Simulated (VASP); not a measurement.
HfB:

```
Hf B
1.0
     0.00000    2.31000    2.31000
     2.31000    0.00000    2.31000
     2.31000    2.31000    0.00000
Hf B
1 1
Cartesian
  2.3100 2.3100 2.3100
  0.0000 0.0000 0.0000
```

| Property | Result |
| --- | --- |
| Program | VASP 6.6.1 |
| Task | relaxation of cell and atoms |
| Functional | PBE0 |
| Potentials or basis | VASP PAW PBE potentials, release 64 (Hf_pv, B) |
| Cutoff | 600 eV |
| k mesh | 5 × 5 × 5 |
| Occupations | fermi-dirac, width 0.05 eV |
| Spin | no spin polarisation |

At the start: pressure 28.7 GPa; volume 12.33 Å³/atom.

Q: Where does the relaxation end?

A: Over 18 steps the energy falls by 131.2 meV/atom and the volume is 13.95 Å³/atom (+13.2 %); space group Fm-3m (No. 225, to 0.1 Å) before and after.

Step by step:
```
step  energy change (eV)  largest force (eV/Å)  pressure (GPa)  volume (Å³)
   1              0.0000                0.0000           28.70        24.65
   2              0.2032                0.0000          -23.32        33.40
   3             -0.2619                0.0000           -1.02        28.04
   4             -0.2623                0.0000           -0.14        27.90
   5             -0.2623                0.0000            0.31        27.83
   6             -0.2623                0.0000            0.35        27.83
   7             -0.2623                0.0000            0.36        27.84
   8             -0.2623                0.0000            0.33        27.84
   9             -0.2623                0.0000            0.33        27.84
  10             -0.2623                0.0000            0.32        27.84
  11             -0.2623                0.0000            0.32        27.84
  12             -0.2623                0.0000            0.32        27.84
  13             -0.2623                0.0000            0.32        27.84
  14             -0.2623                0.0000            0.32        27.84
  15             -0.2623                0.0000            0.32        27.85
  16             -0.2623                0.0000            0.27        27.85
  17             -0.2623                0.0000            0.17        27.87
  18             -0.2624                0.0000           -0.02        27.90
```

Final structure:
```xyz
2
Lattice="0.0000 2.4072 2.4072 2.4072 0.0000 2.4072 2.4072 2.4072 0.0000" Properties=species:S:1:pos:R:3 pbc="T T T"
Hf    2.4072    2.4072    2.4072
B     0.0000    2.4072    2.4072
```

Caveat: the k points lie up to 0.45 Å⁻¹ apart in the final cell, too coarse for converged energies and pressures of a metal; the PAW data sets were made with another functional, which shifts forces and pressure a little.
